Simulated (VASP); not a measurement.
# InP (Fm-3m) in VASP: density of states with PBE

Aim: the density of states of InP with PBE.

Program: VASP 6.6.1. These are calculated values, not measurements. Logs are shortened: lines on timing, memory, paths and dates and some standing lists are left out, and cuts for length are marked.

## Step 1: The cell of the first run

The structure is cubic, space group Fm-3m (No. 225). Conventional cell: a = 5.540 Å, b = 5.540 Å, c = 5.540 Å, α = 90.00°, β = 90.00°, γ = 90.00°. Within 3.7 Å of In (site symmetry m-3m) lie 6 P at 2.77 Å. Within 3.7 Å of P (site symmetry m-3m) lie 6 In at 2.77 Å.

## Step 2: Density of states, PBE

File POSCAR:

```
InP
1.0
    0.0000000000      2.7699481460      2.7699481460
    2.7699481460      0.0000000000      2.7699481460
    2.7699481460      2.7699481460      0.0000000000
In P
1 1
Direct
    0.0000000000      0.0000000000      0.0000000000
    0.5000000000      0.5000000000      0.5000000000
```

File INCAR.step1:

```
SYSTEM = InP
ALGO = Normal
EDIFF = 1E-6
ENCUT = 520
GGA = PE
ISIF = 2
ISMEAR = 0
LASPH = .TRUE.
LCHARG = .TRUE.
LREAL = .FALSE.
LWAVE = .FALSE.
NBANDS = 16
NELM = 80
PREC = Accurate
SIGMA = 0.05
```

File KPOINTS.step1:

```
k-points
0
G
  10 10 10
  0 0 0
```

File INCAR.step2:

```
SYSTEM = InP
ALGO = Normal
EDIFF = 1E-6
ENCUT = 520
GGA = PE
ICHARG = 11
ISIF = 2
ISMEAR = -5
LASPH = .TRUE.
LCHARG = .FALSE.
LORBIT = 11
LREAL = .FALSE.
LWAVE = .FALSE.
NEDOS = 1001
NELM = 80
PREC = Accurate
SIGMA = 0.05
```

File KPOINTS.step2:

```
k-points
0
G
  15 15 15
  0 0 0
```

Potentials or basis: VASP PAW PBE potentials, release 64 (In_d, P).

The run is started by

```console
$ cat potpaw_PBE.64/In_d/POTCAR potpaw_PBE.64/P/POTCAR > POTCAR
$ cp INCAR.step1 INCAR
$ cp KPOINTS.step1 KPOINTS
$ mpirun -np 1 vasp_std > vasp.out
$ cp INCAR.step2 INCAR
$ cp KPOINTS.step2 KPOINTS
$ mpirun -np 1 vasp_std > vasp.out
```

OUTCAR:

```text
SYSTEM = InP
   EDIFF = 1E-6
   ENCUT = 520
   GGA = PE
   ICHARG = 11
   ISIF = 2
   ISMEAR = -5
   LASPH = .TRUE.
   LORBIT = 11
   LREAL = .FALSE.
   NELM = 80
   PREC = Accurate

 ion  position               nearest neighbor table
   1  0.000  0.000  0.000-   2 2.77   2 2.77   2 2.77   2 2.77   2 2.77   2 2.77
   2  0.500  0.500  0.500-   1 2.77   1 2.77   1 2.77   1 2.77   1 2.77   1 2.77

  LATTYP: Found a face centered cubic cell.
 ALAT       =     5.5398962920

  Lattice vectors:

 A1 = (   0.0000000000,   2.7699481460,   2.7699481460)
 A2 = (   2.7699481460,   0.0000000000,   2.7699481460)
 A3 = (   2.7699481460,   2.7699481460,   0.0000000000)

Analysis of symmetry for initial positions (statically):
=====================================================================
 Subroutine PRICEL returns:
 Original cell was already a primitive cell.

 Routine SETGRP: Setting up the symmetry group for a
 face centered cubic supercell.

 Subroutine GETGRP returns: Found 48 space group operations
 (whereof 48 operations were pure point group operations)
 out of a pool of 48 trial point group operations.

The static configuration has the point symmetry O_h .

Analysis of symmetry for dynamics (positions and initial velocities):
=====================================================================
 Subroutine PRICEL returns:
 Original cell was already a primitive cell.

 Routine SETGRP: Setting up the symmetry group for a
 face centered cubic supercell.

 Subroutine GETGRP returns: Found 48 space group operations
 (whereof 48 operations were pure point group operations)
 out of a pool of 48 trial point group operations.

The dynamic configuration has the point symmetry O_h .

 Subroutine INISYM returns: Found 48 space group operations
 (whereof 48 operations are pure point group operations),
 and found     1 'primitive' translations

----------------------------------------------------------------------------------------

                                     Primitive cell

  volume of cell :      42.5055

  direct lattice vectors                    reciprocal lattice vectors
     0.000000000  2.769948146  2.769948146    -0.180508794  0.180508794  0.180508794
     2.769948146  0.000000000  2.769948146     0.180508794 -0.180508794  0.180508794
     2.769948146  2.769948146  0.000000000     0.180508794  0.180508794 -0.180508794

  length of vectors
     3.917298235  3.917298235  3.917298235     0.312650403  0.312650403  0.312650403

  position of ions in fractional coordinates (direct lattice)
     0.000000000  0.000000000  0.000000000
     0.500000000  0.500000000  0.500000000

  ion indices of the primitive-cell ions
   primitive index   ion index
                 1           1
                 2           2

----------------------------------------------------------------------------------------

 KPOINTS: k-points

Automatic generation of k-mesh.
 Grid dimensions read from file:
 generate k-points for:   15   15   15

 Generating k-lattice:

  Cartesian coordinates                     Fractional coordinates (reciprocal lattice)
    -0.012033920  0.012033920  0.012033920     0.066666667  0.000000000  0.000000000
     0.012033920 -0.012033920  0.012033920     0.000000000  0.066666667  0.000000000
     0.012033920  0.012033920 -0.012033920     0.000000000  0.000000000  0.066666667

  Length of vectors
     0.020843360  0.020843360  0.020843360

  Shift w.r.t. Gamma in fractional coordinates (k-lattice)
     0.000000000  0.000000000  0.000000000

 TETIRR: Found    484 inequivalent tetrahedra from    20250

 Subroutine IBZKPT returns following result:
 ===========================================

 Found    120 irreducible k-points:

 Following reciprocal coordinates:
            Coordinates               Weight
  0.000000  0.000000  0.000000      1.000000
  0.066667  0.000000  0.000000      8.000000
  0.133333  0.000000  0.000000      8.000000
  0.200000  0.000000  0.000000      8.000000
  0.266667  0.000000  0.000000      8.000000
  0.333333  0.000000  0.000000      8.000000
[... 16 lines left out ...]
  0.133333  0.133333  0.000000      6.000000
  0.200000  0.133333  0.000000     24.000000
 [... further k-points ...]
   k-points           NKPTS =    120   k-points in BZ     NKDIM =    120   number of bands    NBANDS=     13
   number of dos      NEDOS =   1001   number of ions     NIONS =      2
   total plane-waves  NPLWV =  27000
   dimension x,y,z NGX =    30 NGY =   30 NGZ =   30
   dimension x,y,z NGXF=    60 NGYF=   60 NGZF=   60
   ions per type =               1   1
   NGX,Y,Z   is equivalent  to a cutoff of  12.73, 12.73, 12.73 a.u.
   NGXF,Y,Z  is equivalent  to a cutoff of  25.46, 25.46, 25.46 a.u.
 SYSTEM =  InP
   PREC   = accura    normal or accurate (medium, high low for compatibility)
   ISTART =      0    job   : 0-new  1-cont  2-samecut
   ICHARG =     11    charge: 1-file 2-atom 10-const
   ISPIN  =      1    spin polarized calculation?
   LNONCOLLINEAR =      F non collinear calculations
   LSORBIT =      F    spin-orbit coupling
   LASPH  =      T    aspherical Exc in radial PAW
   ENCUT  =  520.0 eV  38.22 Ry    6.18 a.u.   7.28  7.28  7.28*2*pi/ulx,y,z
   NELM   =     80;   NELMIN=  2; NELMDL=  0     # of ELM steps
   EDIFF  = 0.1E-05   stopping-criterion for ELM
   LREAL  =      F    real-space projection
   EDIFFG = 0.1E-04   stopping-criterion for IOM
   NSW    =      0    number of steps for IOM
   IBRION =     -1    ionic relax: 0-MD 1-quasi-New 2-CG
   NFREE  =      0    steps in history (QN), initial steepest desc. (CG)
   ISIF   =      2    stress and relaxation
   ISYM   =      2    0-nonsym 1-usesym 2-fastsym
   POTIM  = 0.5000    time-step for ionic-motion
   TEBEG  =    0.0;   TEEND  =   0.0 temperature during run
   PSTRESS=    0.0 pullay stress
   NELECT =      18.0000    total number of electrons
   NUPDOWN=      -1.0000    fix difference up-down
   EMIN   =  10.00;   EMAX   =-10.00  energy-range for DOS
   EFERMI =   0.00;   METHOD = LEGACY
   ISMEAR =    -5;   SIGMA  =   0.05  broadening in eV -4-tet -1-fermi 0-gaus
   EFERMI_NEDOS =   21; number of points for ismear=-14 and -15
   IALGO  =     38    algorithm
   IMIX   =      4    mixing-type and parameters
     AMIX     =   0.40;   BMIX     =  1.00
     AMIX_MAG =   1.60;   BMIX_MAG =  1.00
  volume/ion in A,a.u.               =      21.25       143.42
  Fermi-wavevector in a.u.,A,eV,Ry     =   1.229374  2.323180 20.563307  1.511360
  Thomas-Fermi vector in A             =   2.364264
   LORBIT       =     11    0 simple, 1 ext, 2 COOP (PROOUT), +10 PAW based schemes
   GGA     = PE    functional components
   LHFCALC =     F    Hartree Fock is set to
   AEXX    =    0.0000 exact exchange contribution
   IVDW    =     0    specifies the selected vdW correction
   LEPSILON=     F    determine dielectric tensor
   LRPA    =     F    only Hartree local field effects (RPA)
 non-spin polarized calculation
 Fermi weights with tetrahedron method with Bloechl corrections
  energy-cutoff  :      520.00
  volume of cell :       42.51
 maximum number of plane-waves:      1167
 NGX is ok and might be reduce to    30

 number of electron      18.0000009 magnetization

 Free energy of the ion-electron system (eV)
  ---------------------------------------------------
  ext. energy  EPLUGINS =         0.00000000
  ---------------------------------------------------
  free energy    TOTEN  =        -7.91348657 eV

  energy without entropy =       -7.91348657  energy(sigma->0) =       -7.91348657

 E-fermi :   6.9878     XC(G=0): -10.3916

 val. band max:        7.1463198470   @ k =   0.4667   0.0000   0.0000
 cond. band min:       6.9899905826   @ k =   0.3333   0.0000   0.0000
 fundamental gap:     -0.1563292644
 Fermi energy:         6.9877977386

 k-point     1 :       0.0000    0.0000    0.0000
  band No.  band energies     occupation
      1      -7.1779      2.00000
      2      -7.1779      2.00000
      3      -7.1546      2.00000
      4      -7.1546      2.00000
      5      -7.1546      2.00000
      6      -4.9870      2.00000
      7       6.7313      2.00000
      8       6.7313      2.00000
      9       6.7313      2.00000
     10       7.5336      0.00000
     11      14.1217      0.00000
     12      14.1217      0.00000
     13      14.1217      0.00000

 k-point     2 :       0.0667    0.0000    0.0000
  band No.  band energies     occupation
      1      -7.1798      2.00000
      2      -7.1798      2.00000
      3      -7.1547      2.00000
      4      -7.1519      2.00000
      5      -7.1519      2.00000
      6      -4.9317      2.00000
      7       5.9776      2.00000
      8       6.7401      2.00000
      9       6.7401      2.00000
     10       8.2067      0.00000
     11      13.7158      0.00000
     12      14.0852      0.00000
     13      14.0852      0.00000

 k-point     3 :       0.1333    0.0000    0.0000
  band No.  band energies     occupation
      1      -7.1864      2.00000
      2      -7.1864      2.00000
      3      -7.1552      2.00000
      4      -7.1429      2.00000
      5      -7.1429      2.00000
      6      -4.7672      2.00000
      7       4.8991      2.00000
      8       6.7684      2.00000
      9       6.7684      2.00208
     10       9.0168      0.00000
     11      13.0830      0.00000
     12      13.5292      0.00000
     13      13.5292      0.00000
[... 305 lines left out ...]
 k-point    23 :       0.1333    0.1333    0.0000
  band No.  band energies     occupation
      1      -7.2095      2.00000
      2      -7.1701      2.00000
      3      -7.1636      2.00000
      4      -7.1373      2.00000
      5      -7.1373      2.00000
      6      -4.6850      2.00000
      7       5.0812      2.00000
      8       6.3246      2.00000
      9       6.3246      2.00000
     10       9.5782      0.00000
     11      12.1477      0.00000
     12      12.9929      0.00000
     13      14.1007      0.00000

 k-point    24 :       0.2000    0.1333    0.0000
  band No.  band energies     occupation
      1      -7.2284      2.00000
      2      -7.1711      2.00000
      3      -7.1664      2.00000
      4      -7.1285      2.00000
      5      -7.1250      2.00000
      6      -4.4778      2.00000
      7       4.4025      2.00000
      8       6.1732      2.00000
      9       6.3082      2.00000
     10       9.8190      0.00000
     11      11.6129      0.00000
     12      12.6747      0.00000
     13      13.9912      0.00000

 [... further k-points ...]
[... 5 lines left out ...]
  --------------------------------------------------------------------------------------
  -------------------------------------------------------------------------------------
  Total       -0.4317666     -0.4317666     -0.4317666     -0.0000000     -0.0000000      0.0000000
  in kB      -16.2747657    -16.2747657    -16.2747657     -0.0000000     -0.0000000      0.0000000
  external PRESSURE =     -16.2747657 kB  Pullay stress =       0.0000000 kB

 VOLUME and BASIS-vectors are now :
 -----------------------------------------------------------------------------
  energy-cutoff  :      520.00
  volume of cell :       42.51
      direct lattice vectors                 reciprocal lattice vectors
     0.000000000  2.769948146  2.769948146    -0.180508794  0.180508794  0.180508794
     2.769948146  0.000000000  2.769948146     0.180508794 -0.180508794  0.180508794
     2.769948146  2.769948146  0.000000000     0.180508794  0.180508794 -0.180508794

 POSITION                                       TOTAL-FORCE (eV/Angst)
 -----------------------------------------------------------------------------------
      0.00000      0.00000      0.00000         0.000000     -0.000000      0.000000
      2.76995      2.76995      2.76995        -0.000000      0.000000     -0.000000
 -----------------------------------------------------------------------------------
    total drift:                               -0.000000     -0.000000     -0.000000

  FREE ENERGIE OF THE ION-ELECTRON SYSTEM (eV)
  ---------------------------------------------------
  free  energy   TOTEN  =        -7.9134865687 eV

  energy  without entropy=       -7.9134865687  energy(sigma->0) =       -7.91348657

 total charge

# of ion       s       p       d       tot
------------------------------------------
    1        0.833   0.581   9.898  11.312
    2        1.071   1.408   0.000   2.479
--------------------------------------------------
tot          1.905   1.989   9.898  13.791
```

Run time: 1.7 min. Hardware: 1 thread of Intel Xeon Platinum 8488C (Sapphire Rapids), shared host; peak memory 0.21 GiB.

Results:

```yaml
Valence_electrons_inside_the_program's_atomic_spheres: In 11.31; P 2.48
```

Levels at points of the mesh, in eV from the Fermi level:
| k point | band 6 | band 7 | band 8 | band 9 | band 10 | band 11 | band 12 | band 13 |
| --- | --- | --- | --- | --- | --- | --- | --- | --- |
| (0.00, 0.00, 0.00) | -11.97 | -0.26 | -0.26 | -0.26 | 0.55 | 7.13 | 7.13 | 7.13 |

Caveat: spin-orbit coupling is left out, which moves the levels of the heavy elements; tetrahedron occupations give inexact forces and stress in metals.
